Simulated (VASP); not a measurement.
# I (Im-3m) in VASP: a series of runs, part 2 of 3

VASP 6.6.1. Earlier steps stand in the parts before.

## Step 3: Single point, r2SCAN

This run uses another cell than the first one, of 36.48 Å³/atom, 1.042 times its volume.

Contents of POSCAR:

```
I
1.0
   -2.0893750000      2.0893750000      2.0893750000
    2.0893750000     -2.0893750000      2.0893750000
    2.0893750000      2.0893750000     -2.0893750000
I
1
Direct
    0.0000000000      0.0000000000      0.0000000000
```

Contents of INCAR.step1:

```
PREC     = Accurate       # precision mode
ENCUT    = 520            # plane-wave cutoff, eV
ISMEAR   = -1             # smearing method
SIGMA    = 0.01           # smearing width, eV
LREAL    = F              # projectors in reciprocal space
LASPH    = T              # aspherical terms in the spheres
NELM     = 100            # most SCF steps
NBANDS   = 10             # bands
GGA      = PE             # functional
ALGO     = Normal         # electronic algorithm
EDIFF    = 1E-4           # SCF threshold, eV
LWAVE    = T              # write WAVECAR
LCHARG   = F              # write CHGCAR
```

Contents of INCAR.step2:

```
PREC     = Accurate       # precision mode
ENCUT    = 520            # plane-wave cutoff, eV
EDIFF    = 1E-7           # SCF threshold, eV
ISMEAR   = -1             # smearing method
SIGMA    = 0.01           # smearing width, eV
LREAL    = F              # projectors in reciprocal space
LASPH    = T              # aspherical terms in the spheres
NELM     = 100            # most SCF steps
ALGO     = Normal         # electronic algorithm
ISIF     = 2              # what is computed and relaxed
LWAVE    = F              # write WAVECAR
LCHARG   = F              # write CHGCAR
METAGGA  = R2SCAN         # meta-GGA
LMIXTAU  = T            
NBANDS   = 10             # bands
ISTART   = 1
```

Contents of KPOINTS:

```
regular mesh
0
Gamma
  8 8 8
```

Potentials or basis: VASP PAW PBE potentials, release 64 (I).

Launch:

```bash
cat potpaw_PBE.64/I/POTCAR > POTCAR
cp INCAR.step1 INCAR
mpirun -np 1 vasp_std > vasp.out
cp INCAR.step2 INCAR
mpirun -np 1 vasp_std > vasp.out
```

OUTCAR:

```text
PREC = Accurate
   ENCUT = 520
   EDIFF = 1E-7
   ISMEAR = -1
   LREAL = F
   LASPH = T
   NELM = 100
   ISIF = 2
   METAGGA = R2SCAN
   ISTART = 1

 ion  position               nearest neighbor table
   1  0.000  0.000  0.000-

  LATTYP: Found a body centered cubic cell.
 ALAT       =     4.1787500000

  Lattice vectors:

 A1 = (  -2.0893750000,   2.0893750000,   2.0893750000)
 A2 = (   2.0893750000,  -2.0893750000,   2.0893750000)
 A3 = (   2.0893750000,   2.0893750000,  -2.0893750000)

Analysis of symmetry for initial positions (statically):
=====================================================================
 Subroutine PRICEL returns:
 Original cell was already a primitive cell.

 Routine SETGRP: Setting up the symmetry group for a
 body centered cubic supercell.

 Subroutine GETGRP returns: Found 48 space group operations
 (whereof 48 operations were pure point group operations)
 out of a pool of 48 trial point group operations.

The static configuration has the point symmetry O_h .

Analysis of symmetry for dynamics (positions and initial velocities):
=====================================================================
 Subroutine PRICEL returns:
 Original cell was already a primitive cell.

 Routine SETGRP: Setting up the symmetry group for a
 body centered cubic supercell.

 Subroutine GETGRP returns: Found 48 space group operations
 (whereof 48 operations were pure point group operations)
 out of a pool of 48 trial point group operations.

The dynamic configuration has the point symmetry O_h .

 Subroutine INISYM returns: Found 48 space group operations
 (whereof 48 operations are pure point group operations),
 and found     1 'primitive' translations

----------------------------------------------------------------------------------------

                                     Primitive cell

  volume of cell :      36.4846

  direct lattice vectors                    reciprocal lattice vectors
    -2.089375000  2.089375000  2.089375000     0.000000000  0.239306013  0.239306013
     2.089375000 -2.089375000  2.089375000     0.239306013  0.000000000  0.239306013
     2.089375000  2.089375000 -2.089375000     0.239306013  0.239306013  0.000000000

  length of vectors
     3.618903656  3.618903656  3.618903656     0.338429809  0.338429809  0.338429809

  position of ions in fractional coordinates (direct lattice)
     0.000000000  0.000000000  0.000000000

  ion indices of the primitive-cell ions
   primitive index   ion index
                 1           1

----------------------------------------------------------------------------------------

 KPOINTS: regular mesh

Automatic generation of k-mesh.
 Grid dimensions read from file:
 generate k-points for:    8    8    8

 Generating k-lattice:

  Cartesian coordinates                     Fractional coordinates (reciprocal lattice)
     0.000000000  0.029913252  0.029913252     0.125000000  0.000000000  0.000000000
     0.029913252  0.000000000  0.029913252     0.000000000  0.125000000  0.000000000
     0.029913252  0.029913252  0.000000000     0.000000000  0.000000000  0.125000000

  Length of vectors
     0.042303726  0.042303726  0.042303726

  Shift w.r.t. Gamma in fractional coordinates (k-lattice)
     0.000000000  0.000000000  0.000000000

 Subroutine IBZKPT returns following result:
 ===========================================

 Found     29 irreducible k-points:

 Following reciprocal coordinates:
            Coordinates               Weight
  0.000000  0.000000  0.000000      1.000000
  0.125000  0.000000  0.000000     12.000000
  0.250000  0.000000  0.000000     12.000000
  0.375000  0.000000  0.000000     12.000000
  0.500000  0.000000  0.000000      6.000000
  0.125000  0.125000  0.000000     24.000000
[... 16 lines left out ...]
 -0.250000  0.250000  0.250000      6.000000
 -0.375000  0.375000  0.250000     24.000000
 [... further k-points ...]
   k-points           NKPTS =     29   k-points in BZ     NKDIM =     29   number of bands    NBANDS=     10
   number of dos      NEDOS =    301   number of ions     NIONS =      1
   total plane-waves  NPLWV =  21952
   dimension x,y,z NGX =    28 NGY =   28 NGZ =   28
   dimension x,y,z NGXF=    56 NGYF=   56 NGZF=   56
   ions per type =               1
   NGX,Y,Z   is equivalent  to a cutoff of  12.86, 12.86, 12.86 a.u.
   NGXF,Y,Z  is equivalent  to a cutoff of  25.73, 25.73, 25.73 a.u.
 SYSTEM =  unknown system
   PREC   = accura    normal or accurate (medium, high low for compatibility)
   ISTART =      1    job   : 0-new  1-cont  2-samecut
   ICHARG =      0    charge: 1-file 2-atom 10-const
   ISPIN  =      1    spin polarized calculation?
   LNONCOLLINEAR =      F non collinear calculations
   LSORBIT =      F    spin-orbit coupling
   LASPH  =      T    aspherical Exc in radial PAW
   ENCUT  =  520.0 eV  38.22 Ry    6.18 a.u.   6.73  6.73  6.73*2*pi/ulx,y,z
   NELM   =    100;   NELMIN=  2; NELMDL=  0     # of ELM steps
   EDIFF  = 0.1E-06   stopping-criterion for ELM
   LREAL  =      F    real-space projection
   EDIFFG = 0.1E-05   stopping-criterion for IOM
   NSW    =      0    number of steps for IOM
   IBRION =     -1    ionic relax: 0-MD 1-quasi-New 2-CG
   NFREE  =      0    steps in history (QN), initial steepest desc. (CG)
   ISIF   =      2    stress and relaxation
   ISYM   =      2    0-nonsym 1-usesym 2-fastsym
   POTIM  = 0.5000    time-step for ionic-motion
   TEBEG  =    0.0;   TEEND  =   0.0 temperature during run
   PSTRESS=    0.0 pullay stress
   NELECT =       7.0000    total number of electrons
   NUPDOWN=      -1.0000    fix difference up-down
   EMIN   =  10.00;   EMAX   =-10.00  energy-range for DOS
   EFERMI =   0.00;   METHOD = LEGACY
   ISMEAR =    -1;   SIGMA  =   0.01  broadening in eV -4-tet -1-fermi 0-gaus
   EFERMI_NEDOS =   21; number of points for ismear=-14 and -15
   IALGO  =     38    algorithm
   IMIX   =      4    mixing-type and parameters
     AMIX     =   0.40;   BMIX     =  1.00
     AMIX_MAG =   1.60;   BMIX_MAG =  1.00
  volume/ion in A,a.u.               =      36.48       246.21
  Fermi-wavevector in a.u.,A,eV,Ry     =   0.944215  1.784309 12.130177  0.891543
  Thomas-Fermi vector in A             =   2.071999
   LORBIT       =      0    0 simple, 1 ext, 2 COOP (PROOUT), +10 PAW based schemes
   METAGGA = R2SCAN    functional components
   LHFCALC =     F    Hartree Fock is set to
   AEXX    =    0.0000 exact exchange contribution
   IVDW    =     0    specifies the selected vdW correction
   LEPSILON=     F    determine dielectric tensor
   LRPA    =     F    only Hartree local field effects (RPA)
 non-spin polarized calculation
  energy-cutoff  :      520.00
  volume of cell :       36.48
 maximum number of plane-waves:       993
   NGX = 13   NGY = 13   NGZ = 13

 number of electron       7.0000000 magnetization

 Free energy of the ion-electron system (eV)
  ---------------------------------------------------
  ext. energy  EPLUGINS =         0.00000000
  ---------------------------------------------------
  free energy    TOTEN  =       -24.04142797 eV

  energy without entropy =      -24.04072312  energy(sigma->0) =      -24.04107554

 E-fermi :   3.8145     XC(G=0):  -9.3019

 val. band max:        3.7791939721   @ k =   0.3750   0.2500   0.0000
 cond. band min:       3.8262579222   @ k =  -0.2500   0.2500   0.1250
 fundamental gap:      0.0470639501
 Fermi energy:         3.8145167606

 k-point     1 :       0.0000    0.0000    0.0000
  band No.  band energies     occupation
      1      -9.8921      2.00000
      2       4.6615      0.00000
      3       4.6615      0.00000
      4       4.6615      0.00000
      5      11.6817      0.00000
      6      14.2004      0.00000
      7      14.2004      0.00000
      8      14.2004      0.00000
      9      16.5165      0.00000
     10      16.5165      0.00000

 k-point     2 :       0.1250    0.0000    0.0000
  band No.  band energies     occupation
      1      -9.7226      2.00000
      2       3.6378      2.00000
      3       4.3572      0.00000
      4       4.6190      0.00000
      5      12.3400      0.00000
      6      13.5081      0.00000
      7      13.9502      0.00000
      8      14.9914      0.00000
      9      15.6915      0.00000
     10      16.0098      0.00000
[... 274 lines left out ...]
 k-point    24 :      -0.3750    0.3750    0.2500
  band No.  band energies     occupation
      1      -8.2233      2.00000
      2       0.6593      2.00000
      3       2.1842      2.00000
      4       2.5409      2.00000
      5      10.4446      0.00000
      6      12.8442      0.00000
      7      14.8493      0.00000
      8      15.4222      0.00000
      9      18.6300      0.00000
     10      19.5866      0.00000

 [... further k-points ...]
[... 5 lines left out ...]
  --------------------------------------------------------------------------------------
  -------------------------------------------------------------------------------------
  Total       -0.0489641     -0.0489641     -0.0489641     -0.0000000     -0.0000000      0.0000000
  in kB       -2.1502038     -2.1502038     -2.1502038     -0.0000000     -0.0000000      0.0000000
  external PRESSURE =      -2.1502038 kB  Pullay stress =       0.0000000 kB

 VOLUME and BASIS-vectors are now :
 -----------------------------------------------------------------------------
  energy-cutoff  :      520.00
  volume of cell :       36.48
      direct lattice vectors                 reciprocal lattice vectors
    -2.089375000  2.089375000  2.089375000     0.000000000  0.239306013  0.239306013
     2.089375000 -2.089375000  2.089375000     0.239306013  0.000000000  0.239306013
     2.089375000  2.089375000 -2.089375000     0.239306013  0.239306013  0.000000000

 POSITION                                       TOTAL-FORCE (eV/Angst)
 -----------------------------------------------------------------------------------
      0.00000      0.00000      0.00000         0.000000     -0.000000      0.000000
 -----------------------------------------------------------------------------------
    total drift:                                0.000000      0.000000      0.000000

  FREE ENERGIE OF THE ION-ELECTRON SYSTEM (eV)
  ---------------------------------------------------
  free  energy   TOTEN  =       -24.0414279694 eV

  energy  without entropy=      -24.0407231184  energy(sigma->0) =      -24.04107554
```

It took 27 s on 1 thread of Intel Xeon Platinum 8488C (Sapphire Rapids), shared host; peak memory 0.15 GiB.

Results:

| Item | Value |
| --- | --- |
| Free energy | -24.0414 eV |
| Pressure | -0.2 GPa |

Caveat: the PAW data sets were made with another functional, which shifts forces and pressure a little; spin-orbit coupling is left out, which moves the levels of the heavy elements; an odd number of electrons without spin polarisation forces a metal; a magnetic or distorted state may lie lower.

## Step 4: Single point, r2SCAN

This run uses another cell than the first one, of 37.94 Å³/atom, 1.083 times its volume.

Contents of POSCAR:

```
I
1.0
   -2.1168699294      2.1168699294      2.1168699294
    2.1168699294     -2.1168699294      2.1168699294
    2.1168699294      2.1168699294     -2.1168699294
I
1
Direct
    0.0000000000      0.0000000000      0.0000000000
```

Contents of INCAR.step1:

```
  PREC = Accurate
  ENCUT = 520
  ISMEAR = -1
  SIGMA = 0.01
  LREAL = False
  LASPH = True
  NELM = 100
  NBANDS = 10
  GGA = PE
  ALGO = Normal
  EDIFF = 1E-4
  LWAVE = True
  LCHARG = False
```

Contents of INCAR.step2:

```
  PREC = Accurate
  ENCUT = 520
  EDIFF = 1E-6
  ISMEAR = -1
  SIGMA = 0.01
  LREAL = False
  LASPH = True
  NELM = 100
  ALGO = Normal
  ISIF = 2
  LWAVE = False
  LCHARG = True
  METAGGA = R2SCAN
  LMIXTAU = True
  LELF = True
  LVHAR = True
  NBANDS = 10
  ISTART = 1
```

KPOINTS is that of step 3.

Launch:

```bash
cat potpaw_PBE.64/I/POTCAR > POTCAR
cp INCAR.step1 INCAR
mpirun -np 1 vasp_std > vasp.out
cp INCAR.step2 INCAR
mpirun -np 1 vasp_std > vasp.out
```

It took 24 s on 1 thread of Intel Xeon Platinum 8488C (Sapphire Rapids), shared host; peak memory 0.16 GiB.

It converged, with:

```yaml
Free_energy: -24.0355 eV
Pressure: -1.1 GPa
```

Levels at points of the mesh, in eV from the Fermi level:
```
           k point  band 1  band 2  band 3  band 4  band 5  band 6  band 7  band 8  band 9
(0.00, 0.00, 0.00)  -13.47    0.78    0.78    0.78    7.65   10.40   10.40   10.40   12.65
(0.50, 0.00, 0.00)  -12.14   -4.13   -0.75    0.51    6.49    7.88   13.75   13.81   14.36
(0.50, 0.50, 0.50)  -11.27   -2.43   -2.43   -2.43    5.28    5.28   16.99   16.99   16.99
```

Caveat: the PAW data sets were made with another functional, which shifts forces and pressure a little; spin-orbit coupling is left out, which moves the levels of the heavy elements; an odd number of electrons without spin polarisation forces a metal; a magnetic or distorted state may lie lower.

## Step 5: Single point, r2SCAN

This run uses another cell than the first one, of 39.40 Å³/atom, 1.125 times its volume.

Contents of POSCAR:

```
I
1.0
   -2.1436685962      2.1436685962      2.1436685962
    2.1436685962     -2.1436685962      2.1436685962
    2.1436685962      2.1436685962     -2.1436685962
I
1
Direct
    0.0000000000      0.0000000000      0.0000000000
```

Contents of INCAR.step1:

```
PREC = Accurate ; ENCUT = 520
ISMEAR = -1 ; SIGMA = 0.01
LREAL = False ; LASPH = True
NELM = 100 ; NBANDS = 10
GGA = PE ; ALGO = Normal
EDIFF = 1E-4 ; LWAVE = True
LCHARG = False
```

Contents of INCAR.step2:

```
PREC = Accurate ; ENCUT = 520
EDIFF = 1E-6 ; ISMEAR = -1
SIGMA = 0.01 ; LREAL = False
LASPH = True ; NELM = 100
ALGO = Normal ; ISIF = 2
LWAVE = False ; LCHARG = True
METAGGA = R2SCAN ; LMIXTAU = True
LELF = True ; LVHAR = True
NBANDS = 10 ; ISTART = 1
```

Contents of KPOINTS:

```
Automatic mesh
0
Gamma
  8 8 8
```

Launch:

```bash
cat potpaw_PBE.64/I/POTCAR > POTCAR
cp INCAR.step1 INCAR
mpirun -np 1 vasp_std > vasp.out
cp INCAR.step2 INCAR
mpirun -np 1 vasp_std > vasp.out
```

Run time: 21 s. Hardware: 1 thread of Intel Xeon Platinum 8488C (Sapphire Rapids), shared host; peak memory 0.16 GiB.

Results (log left out):

```
Free energy : -24.0227 eV
Pressure    : -1.8 GPa
```

Levels at points of the mesh, in eV from the Fermi level:
| k point | band 1 | band 2 | band 3 | band 4 | band 5 | band 6 | band 7 | band 8 |
| --- | --- | --- | --- | --- | --- | --- | --- | --- |
| (0.00, 0.00, 0.00) | -13.25 | 0.72 | 0.72 | 0.72 | 7.45 | 10.41 | 10.41 | 10.41 |
| (0.50, 0.00, 0.00) | -12.05 | -3.88 | -0.70 | 0.47 | 6.55 | 7.97 | 13.67 | 13.70 |
| (0.50, 0.50, 0.50) | -11.26 | -2.29 | -2.29 | -2.29 | 5.45 | 5.45 | 16.74 | 16.74 |

Caveat: the PAW data sets were made with another functional, which shifts forces and pressure a little; spin-orbit coupling is left out, which moves the levels of the heavy elements; an odd number of electrons without spin polarisation forces a metal; a magnetic or distorted state may lie lower.

(Continued in part 3 of 3.)
